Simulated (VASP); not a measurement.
Al:

```
CELL_PARAMETERS angstrom
0.00000 2.02500 2.02500
2.02500 0.00000 2.02500
2.02500 2.02500 0.00000
ATOMIC_POSITIONS crystal
Al 0.00000 0.00000 0.00000
```

| Property | Result |
| --- | --- |
| Program | VASP 6.6.1 |
| Task | relaxation of cell and atoms |
| Functional | PBEsol |
| Potentials or basis | VASP PAW PBE potentials, release 64 (Al) |
| Cutoff | 600 eV |
| k mesh | 23 × 23 × 23 |
| Occupations | methfessel-paxton, width 0.1 eV |
| Spin | no spin polarisation |

At the start: pressure -2.0 GPa; volume 16.61 Å³/atom.

Problem. Where does the relaxation end?

Solution. Over 3 steps the energy falls by 2.7 meV/atom and the volume is 16.19 Å³/atom (-2.5 %); space group Fm-3m (No. 225, to 0.05 Å).

The path:
```tsv
step	energy change (eV)	largest force (eV/Å)	pressure (GPa)	volume (Å³)
1	0.0000	0.0000	-2.00	16.61
2	-0.0026	0.0000	0.38	16.11
3	-0.0027	0.0000	0.00	16.19
```

Final structure:
```cif
data_structure
_symmetry_space_group_name_H-M 'P 1'
_symmetry_Int_Tables_number 1
_cell_length_a 2.8393
_cell_length_b 2.8393
_cell_length_c 2.8393
_cell_angle_alpha 60.000
_cell_angle_beta 60.000
_cell_angle_gamma 60.000
_cell_volume 16.19
loop_
_atom_site_label
_atom_site_type_symbol
_atom_site_fract_x
_atom_site_fract_y
_atom_site_fract_z
_atom_site_occupancy
Al1 Al 0.00000 0.00000 0.00000 1
```

Caveat: the PAW data sets were made with another functional, which shifts forces and pressure a little.
